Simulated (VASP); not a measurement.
## CsBr: single point with PBEsol

CsBr:

```
Cs Br
1.0
     4.24614    0.00000    0.00000
     0.00000    4.24614    0.00000
     0.00000    0.00000    4.24614
Cs Br
1 1
Direct
  0.00000 0.00000 0.00000
  0.50000 0.50000 0.50000
```

| Quantity | Value |
| --- | --- |
| Program | VASP 6.6.1 |
| Task | single point |
| Functional | PBEsol |
| Potentials or basis | VASP PAW PBE potentials, release 64 (Cs_sv, Br) |
| Cutoff | 500 eV |
| k mesh | 6 × 6 × 6 |
| Occupations | fermi-dirac, width 0.02 eV |
| Spin | no spin polarisation |

```yaml
Pressure: 0.0 GPa
Band_gap_on_the_k_mesh: 4.43 eV
```

Levels at points of the mesh, in eV from the valence-band top:
```
           k point  band 5  band 6  band 7  band 8  band 9  band 10  band 11  band 12
(0.00, 0.00, 0.00)   -6.29    0.00    0.00    0.00    4.43     4.76     4.76     9.19
(0.50, 0.00, 0.00)   -6.16   -1.44   -0.25   -0.25    5.83     7.34     7.76     8.17
(0.50, 0.50, 0.00)   -6.09   -0.60   -0.60   -0.01    5.14     5.39     7.18     7.18
(0.50, 0.50, 0.50)   -6.73   -1.29   -1.29   -1.29    8.39     8.39     8.39     9.17
```

It took 24 s on 1 thread of Intel Xeon 8259CL, with other jobs on the host, peak memory 0.19 GiB.

Caveat: the PAW data sets were made with another functional, which shifts forces and pressure a little; spin-orbit coupling is left out, which moves the levels of the heavy elements.
